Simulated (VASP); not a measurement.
**Al: single point with PBE+D3(BJ)**

Al:

```xyz
4
Lattice="2.8823 0.0000 0.0000 -1.4411 2.4961 0.0000 0.0000 0.0000 10.3065" Properties=species:S:1:pos:R:3 pbc="T T T"
Al    0.0000    0.0000    0.0000
Al    0.0000    1.6641    2.5766
Al    0.0000    0.0000    5.1532
Al    1.4412    0.8320    7.7299
```

This isn't the form of Al at room conditions, which is fcc.

```yaml
Program: VASP 6.6.1
Task: single point
Functional: PBE
Dispersion: D3(BJ)
Potentials_or_basis: VASP PAW PBE potentials, release 64 (Al)
Cutoff: 500 eV
k_mesh: 18 × 18 × 4
Occupations: gaussian, width 0.15 eV
Spin: no spin polarisation
```

```yaml
Pressure: -8.8 GPa
Band_gap_on_the_k_mesh: zero (bands 6 and 7 overlap by 4.04 eV)
Dispersion_energy_per_atom: -0.298 eV
```

Stress tensor (GPa, compression positive):
```
 -7.59   0.00   0.00
  0.00  -7.59   0.00
  0.00   0.00 -11.08
```

Levels at points of the mesh, in eV from the Fermi level:
```
           k point  band 2  band 3  band 4  band 5  band 6  band 7  band 8  band 9  band 10  band 11
(0.00, 0.00, 0.00)   -8.97   -8.96   -5.24   -4.49    1.74    1.74   10.16   10.38    11.11    11.11
(0.50, 0.00, 0.00)   -4.48   -3.43   -3.38   -2.99   -2.92    0.37    0.68    0.91     1.37     6.11
(0.00, 0.00, 0.50)  -10.00   -7.26   -7.26   -1.84   -1.84    5.85    5.85   11.37    11.37    11.37
(0.50, 0.00, 0.50)   -4.24   -4.15   -4.15   -1.76   -1.76   -1.23   -1.23    3.47     3.47     4.00
```

Run time: 26 s on 1 thread of Intel(R) Xeon(R) 6975P-C (Granite Rapids) (shared host), peak memory 0.24 GiB.

Caveat: the cell stands under tension.
